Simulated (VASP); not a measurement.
# InP (F-43m) in VASP: notebook, part 2 of 2

VASP 6.6.1.

## Step 3: Relaxation of cell and atoms, PBEsol

This run uses another cell than the first one, of 25.17 Å³/atom.

INCAR

```
PREC = Accurate
ENCUT = 600
EDIFF = 1E-6
ISMEAR = -1
SIGMA = 0.08
LREAL = F
LASPH = T
NELM = 80
ALGO = Normal
ISIF = 3
LWAVE = F
LCHARG = F
GGA = PS
IBRION = 2
NSW = 100
EDIFFG = -0.002
```

KPOINTS

```
Automatic mesh
0
Gamma
  12 12 12
```

POSCAR

```
InP
1.0
    2.9305000000      2.9305000000      0.0000000000
   -2.9305000000      2.9305000000      0.0000000000
    0.0000000000      2.9305000000      2.9305000000
In P
1 1
Direct
    0.0000000000      0.0000000000      0.0000000000
    0.7500000000      0.2500000000      0.5000000000
```

Potentials or basis: VASP PAW PBE potentials, release 64 (In_d, P).

Command:

```
$ cat potpaw_PBE.64/In_d/POTCAR potpaw_PBE.64/P/POTCAR > POTCAR
$ mpirun -np 1 vasp_std > vasp.out
```

OUTCAR:

```text
PREC = Accurate
   ENCUT = 600
   EDIFF = 1E-6
   ISMEAR = -1
   LREAL = F
   LASPH = T
   NELM = 80
   ISIF = 3
   GGA = PS
   IBRION = 2
   NSW = 100
   EDIFFG = -0.002

 ion  position               nearest neighbor table
   1  0.000  0.000  0.000-   2 2.54   2 2.54   2 2.54   2 2.54
   2  0.750  0.250  0.500-   1 2.54   1 2.54   1 2.54   1 2.54

  LATTYP: Found a face centered cubic cell.
 ALAT       =     5.8610000000

  Lattice vectors:

 A1 = (   0.0000000000,   2.9305000000,   2.9305000000)
 A2 = (   2.9305000000,   0.0000000000,   2.9305000000)
 A3 = (   2.9305000000,   2.9305000000,   0.0000000000)

Analysis of symmetry for initial positions (statically):
=====================================================================
 Subroutine PRICEL returns:
 Original cell was already a primitive cell.

 Routine SETGRP: Setting up the symmetry group for a
 face centered cubic supercell.

 Subroutine GETGRP returns: Found 24 space group operations
 (whereof 24 operations were pure point group operations)
 out of a pool of 48 trial point group operations.

The static configuration has the point symmetry T_d .

Analysis of symmetry for dynamics (positions and initial velocities):
=====================================================================
 Subroutine PRICEL returns:
 Original cell was already a primitive cell.

 Routine SETGRP: Setting up the symmetry group for a
 face centered cubic supercell.

 Subroutine GETGRP returns: Found 24 space group operations
 (whereof 24 operations were pure point group operations)
 out of a pool of 48 trial point group operations.

The dynamic configuration has the point symmetry T_d .

 Subroutine INISYM returns: Found 24 space group operations
 (whereof 24 operations are pure point group operations),
 and found     1 'primitive' translations

----------------------------------------------------------------------------------------

[... 133 lines left out ...]
 number of electron      17.9999998 magnetization

 Free energy of the ion-electron system (eV)
  ---------------------------------------------------
  ext. energy  EPLUGINS =         0.00000000
  ---------------------------------------------------
  free energy    TOTEN  =        -9.15655268 eV

  energy without entropy =       -9.15647586  energy(sigma->0) =       -9.15651427

------------------------ aborting loop because EDIFF is reached ----------------------------------------

  FORCE on cell =-STRESS in cart. coord.  units (eV):
  Direction    XX          YY          ZZ          XY          YZ          ZX
  --------------------------------------------------------------------------------------
  -------------------------------------------------------------------------------------
  Total        0.1966229      0.1966229      0.1966229      0.0000000     -0.0000000      0.0000000
  in kB        6.2587786      6.2587786      6.2587786      0.0000000     -0.0000000      0.0000000
  external PRESSURE =       6.2587786 kB  Pullay stress =       0.0000000 kB
[... 59 lines left out ...]
--------------------------------------- Ionic step        3  -------------------------------------------

 number of electron      17.9999998 magnetization

 Free energy of the ion-electron system (eV)
  ---------------------------------------------------
  ext. energy  EPLUGINS =         0.00000000
  ---------------------------------------------------
  free energy    TOTEN  =        -9.15745820 eV

  energy without entropy =       -9.15735984  energy(sigma->0) =       -9.15740902

 E-fermi :   5.3815     XC(G=0):  -9.4388

 val. band max:        4.9899628756   @ k =   0.0000   0.0000   0.0000
 cond. band min:       5.5558680561   @ k =   0.0000   0.0000   0.0000
 fundamental gap:      0.5659051804
 Fermi energy:         5.3815060541

 k-point     1 :       0.0000    0.0000    0.0000
  band No.  band energies     occupation
      1      -9.1388      2.00000
      2      -9.1388      2.00000
      3      -9.1388      2.00000
      4      -8.9887      2.00000
      5      -8.9887      2.00000
      6      -6.4946      2.00000
      7       4.9900      1.98513
      8       4.9900      1.98513
      9       4.9900      1.98513
     10       5.5559      0.20321
     11       9.0073      0.00000
     12       9.0073      0.00000
     13       9.0073      0.00000
[... 354 lines left out ...]
  band No.  band energies     occupation
      1      -9.2553      2.00000
      2      -9.0931      2.00000
      3      -9.0848      2.00000
      4      -9.0001      2.00000
      5      -8.9706      2.00000
      6      -5.0016      2.00000
      7       0.1100      2.00000
      8       3.1014      2.00000
      9       3.5772      2.00000
     10       7.5210      0.00000
     11       9.1425      0.00000
     12      10.6780      0.00000
     13      10.8110      0.00000

 [... further k-points ...]

------------------------ aborting loop because EDIFF is reached ----------------------------------------

  FORCE on cell =-STRESS in cart. coord.  units (eV):
  Direction    XX          YY          ZZ          XY          YZ          ZX
  --------------------------------------------------------------------------------------
  -------------------------------------------------------------------------------------
  Total       -0.0026695     -0.0026695     -0.0026695      0.0000000     -0.0000000      0.0000000
  in kB       -0.0841957     -0.0841957     -0.0841957      0.0000000     -0.0000000      0.0000000
  external PRESSURE =      -0.0841957 kB  Pullay stress =       0.0000000 kB
[... 17 lines left out ...]
  FREE ENERGIE OF THE ION-ELECTRON SYSTEM (eV)
  ---------------------------------------------------
  free  energy   TOTEN  =        -9.1574582044 eV

  energy  without entropy=       -9.1573598411  energy(sigma->0) =       -9.15740902

 reached required accuracy - stopping structural energy minimisation
```

Run time: 3.6 min. Hardware: 1 thread of Intel Xeon 8259CL, shared host; peak memory 0.25 GiB.

Results:

| Property | Result |
| --- | --- |
| Free energy | -9.1575 eV |
| Relaxed volume | 25.40 Å³/atom |
| Relaxed cell | a = 4.157 Å, b = 4.157 Å, c = 4.157 Å, α = 60.00°, β = 60.00°, γ = 90.00° |
| Space group after relaxing (to 0.1 Å) | F-43m (No. 216) |
| Energy gained by relaxing | 0.5 meV/atom |
| Ionic steps | 3 |
| Pressure after relaxing | 0.0 GPa |
| Band gap on the k mesh | 0.57 eV |

Step by step:
```csv
step,energy change (eV),largest force (eV/Å),pressure (GPa),volume (Å³)
1,0.0000,0.0000,0.63,50.33
2,-0.0006,0.0000,-0.31,51.05
3,-0.0009,0.0000,-0.01,50.80
```

Final structure:
```
In P
1.0
     2.93952    2.93952    0.00000
    -2.93952    2.93952    0.00000
     0.00000    2.93952    2.93952
In P
1 1
Direct
  0.00000 0.00000 0.00000
  0.75000 0.25000 0.50000
```

Levels at points of the mesh, in eV from the valence-band top:
```tsv
k point	band 7	band 8	band 9	band 10	band 11	band 12
(0.00, 0.00, 0.00)	0.00	0.00	0.00	0.57	4.02	4.02
(0.50, 0.00, 0.00)	-5.75	-0.97	-0.97	1.38	4.74	4.74
(0.50, 0.50, 0.00)	-5.78	-2.32	-2.32	1.65	2.17	9.04
```

Caveat: semilocal functionals underestimate gaps, and a narrow one can read as zero; the PAW data sets were made with another functional, which shifts forces and pressure a little; spin-orbit coupling is left out, which moves the levels of the heavy elements. Zero-point motion and thermal expansion aren't in these numbers.

## Step 4: Single point, PBEsol, non-collinear spin, zero start, spin-orbit coupling

INCAR

```
SYSTEM = InP
  PREC = Accurate
  ENCUT = 520
  EDIFF = 1E-6
  ISMEAR = -1
  SIGMA = 0.01
  LREAL = .False.
  LASPH = .True.
  NELM = 150
  ALGO = Normal
  ISIF = 2
  LWAVE = .False.
  LCHARG = .True.
  MAGMOM = 0 0 0 0 0 0
  LORBIT = 11
  LSORBIT = .True.
  GGA_COMPAT = .False.
  LORBMOM = .True.
  GGA = PS
  LVHAR = .True.
  NBANDS = 30
```

KPOINTS

```
Automatic mesh
0
Gamma
  8 8 8
  0 0 0
```

POSCAR

```
InP
1.0
    2.9392821591      2.9392821591      0.0000000000
   -2.9392821591      2.9392821591      0.0000000000
    0.0000000000      2.9392821591      2.9392821591
In P
1 1
Direct
    0.0000000000      0.0000000000      0.0000000000
    0.7500000000      0.2500000000      0.5000000000
```

Potentials or basis: VASP PAW PBE potentials, release 64 (In_d, P).

Command:

```
$ cat potpaw_PBE.64/In_d/POTCAR potpaw_PBE.64/P/POTCAR > POTCAR
$ mpirun -np 1 vasp_ncl > vasp.out
```

OUTCAR:

```text
SYSTEM = InP
   PREC = Accurate
   ENCUT = 520
   EDIFF = 1E-6
   ISMEAR = -1
   LREAL = .False.
   LASPH = .True.
   NELM = 150
   ISIF = 2
   LORBIT = 11
   LSORBIT = .True.
   GGA = PS

 ion  position               nearest neighbor table
   1  0.000  0.000  0.000-   2 2.55   2 2.55   2 2.55   2 2.55
   2  0.750  0.250  0.500-   1 2.55   1 2.55   1 2.55   1 2.55

  LATTYP: Found a face centered cubic cell.
 ALAT       =     5.8785643182

  Lattice vectors:

 A1 = (   0.0000000000,   2.9392821591,   2.9392821591)
 A2 = (   2.9392821591,   0.0000000000,   2.9392821591)
 A3 = (   2.9392821591,   2.9392821591,   0.0000000000)

Analysis of symmetry for initial positions (statically):
=====================================================================
 Subroutine PRICEL returns:
 Original cell was already a primitive cell.

 Routine SETGRP: Setting up the symmetry group for a
 face centered cubic supercell.

 Subroutine GETGRP returns: Found 24 space group operations
 (whereof 24 operations were pure point group operations)
 out of a pool of 48 trial point group operations.
[... 1054 lines left out ...]
     0.0000000     0.0000000     0.0000000     0.0000000     0.0000000     0.0000000     0.0000000
     0.0000000     0.0000000     0.0000000     0.0000000     0.0000000     0.0000000     0.0000000
     0.0000000     0.0000000     0.0000000     0.0000000     0.0000000     0.0000000     0.0000000
     0.0000000     0.0000000     0.0000000     0.0000000     0.0000000     0.0000000     0.0000000
     0.0000000     0.0000000     0.0000000     0.0000000     0.0000000     0.0000000     0.0000000
     0.0000000     0.0000000     0.0000000     0.0000000     0.0000000     0.0000000     0.0000000

 Ion:    2  E_soc:     -0.0011183
 l=   1
     0.0000000    -0.0001864    -0.0001864
    -0.0001864     0.0000000    -0.0001864
    -0.0001864    -0.0001864     0.0000000
 l=   2
     0.0000000     0.0000000     0.0000000     0.0000000     0.0000000
     0.0000000     0.0000000     0.0000000     0.0000000     0.0000000
     0.0000000     0.0000000     0.0000000     0.0000000     0.0000000
     0.0000000     0.0000000     0.0000000     0.0000000     0.0000000
     0.0000000     0.0000000     0.0000000     0.0000000     0.0000000
 l=   3
     0.0000000     0.0000000     0.0000000     0.0000000     0.0000000     0.0000000     0.0000000
     0.0000000     0.0000000     0.0000000     0.0000000     0.0000000     0.0000000     0.0000000
     0.0000000     0.0000000     0.0000000     0.0000000     0.0000000     0.0000000     0.0000000
     0.0000000     0.0000000     0.0000000     0.0000000     0.0000000     0.0000000     0.0000000
     0.0000000     0.0000000     0.0000000     0.0000000     0.0000000     0.0000000     0.0000000
     0.0000000     0.0000000     0.0000000     0.0000000     0.0000000     0.0000000     0.0000000
     0.0000000     0.0000000     0.0000000     0.0000000     0.0000000     0.0000000     0.0000000

 total charge

# of ion       s       p       d       tot
------------------------------------------
    1        0.829   0.767   9.899  11.495
    2        1.029   1.473   0.000   2.501
--------------------------------------------------
tot          1.857   2.240   9.899  13.997

 magnetization (x)

# of ion       s       p       d       tot
------------------------------------------
    1        0.000  -0.000   0.000  -0.000
    2        0.000   0.000   0.000   0.000
--------------------------------------------------
tot          0.000   0.000   0.000   0.000

 magnetization (y)

# of ion       s       p       d       tot
------------------------------------------
    1        0.000   0.000  -0.000   0.000
    2        0.000   0.000   0.000   0.000
--------------------------------------------------
tot          0.000   0.000  -0.000   0.000

 magnetization (z)

# of ion       s       p       d       tot
------------------------------------------
    1        0.000  -0.000   0.000  -0.000
    2        0.000  -0.000   0.000   0.000
--------------------------------------------------
tot          0.000  -0.000   0.000  -0.000
```

OSZICAR:

```text
N       E                     dE             d eps       ncg     rms          rms(c)
DAV:   1     0.155997239868E+03    0.15600E+03   -0.79509E+03  2592   0.136E+03
DAV:   2     0.756970984780E+01   -0.14843E+03   -0.14146E+03  2614   0.360E+02
DAV:   3    -0.881611873291E+01   -0.16386E+02   -0.16106E+02  3136   0.127E+02
DAV:   4    -0.955089746738E+01   -0.73478E+00   -0.73266E+00  3130   0.266E+01
DAV:   5    -0.959105125989E+01   -0.40154E-01   -0.40147E-01  3968   0.593E+00    0.546E+00
DAV:   6    -0.922245035391E+01    0.36860E+00   -0.49234E-01  3700   0.144E+01    0.313E+00
DAV:   7    -0.919446884998E+01    0.27982E-01   -0.21714E-01  4048   0.379E+00    0.123E+00
DAV:   8    -0.919107301589E+01    0.33958E-02   -0.16894E-02  3994   0.178E+00    0.741E-01
DAV:   9    -0.919104865666E+01    0.24359E-04   -0.18124E-03  3018   0.275E-01    0.190E-01
DAV:  10    -0.919105440903E+01   -0.57524E-05   -0.71151E-04  3676   0.490E-01    0.104E-01
DAV:  11    -0.919110311475E+01   -0.48706E-04   -0.15614E-04  3558   0.163E-01    0.267E-02
DAV:  12    -0.919110985726E+01   -0.67425E-05   -0.22712E-05  3592   0.381E-02    0.166E-02
DAV:  13    -0.919110981513E+01    0.42126E-07   -0.12096E-06  2754   0.103E-02
   1 F= -.91911098E+01 E0= -.91911098E+01  d E =-.196656E-12  mag=     0.0000     0.0000     0.0000
```

stdout:

```text
POSCAR found type information on POSCAR InP
 POSCAR found :  2 types and       2 ions
 scaLAPACK will be used
 -----------------------------------------------------------------------------
|                                                                             |
|                                                                             |
|     You enforced a specific xc type in the INCAR file but a different       |
|     I HOPE YOU KNOW WHAT YOU ARE DOING!                                     |
|                                                                             |
 -----------------------------------------------------------------------------

 LDA part: xc-table for (Slater+PW92), standard interpolation
 POSCAR, INCAR and KPOINTS ok, starting setup
 FFT: planning ... GRIDC
 FFT: planning ... GRID_SOFT
 FFT: planning ... GRID
 WAVECAR not read
 entering main loop
```

Run time: 4.2 min. Hardware: 1 thread of Intel Xeon 8259CL, shared host; peak memory 0.36 GiB.

What came out:

```
Free energy                                           : -9.1911 eV
Pressure                                              : -0.1 GPa
Net moment                                            : 0.00 μB per cell
Valence electrons inside the program's atomic spheres : In 11.49; P 2.50
```

Moments on the atoms (μB; x, y, z):
```
In  0.00 0.00 0.00
P   0.00 0.00 0.00
```

Caveat: the PAW data sets were made with another functional, which shifts forces and pressure a little.

## Step 5: Overview

```csv
task,spin,cell,k mesh,cutoff (eV),smearing,gap on the mesh (eV),pressure (GPa)
single point,off,"a = 4.157 Å, angles 60.0, 60.0, 90.0°, 2 atoms",12 × 12 × 12,520,fermi-dirac 0.08 eV,0.57,0.0
relaxation of cell and atoms,off,"relaxed from a = 4.144 Å, angles 60.0, 60.0, 90.0°, 2 atoms",12 × 12 × 12,600,fermi-dirac 0.08 eV,0.57,0.0
single point,"non-collinear, zero start, SOC","a = 4.157 Å, angles 60.0, 60.0, 90.0°, 2 atoms",8 × 8 × 8,520,fermi-dirac 0.01 eV,-,-0.1
```

Alike in all rows: level PBEsol; potentials or basis VASP PAW PBE potentials, release 64 (In_d, P).

Caveats: the PAW data sets were made with another functional, which shifts forces and pressure a little; semilocal functionals underestimate gaps, and a narrow one can read as zero (at least some runs); spin-orbit coupling is left out, which moves the levels of the heavy elements (at least some runs).

Absolute energies hang on the potentials; compare differences alone.
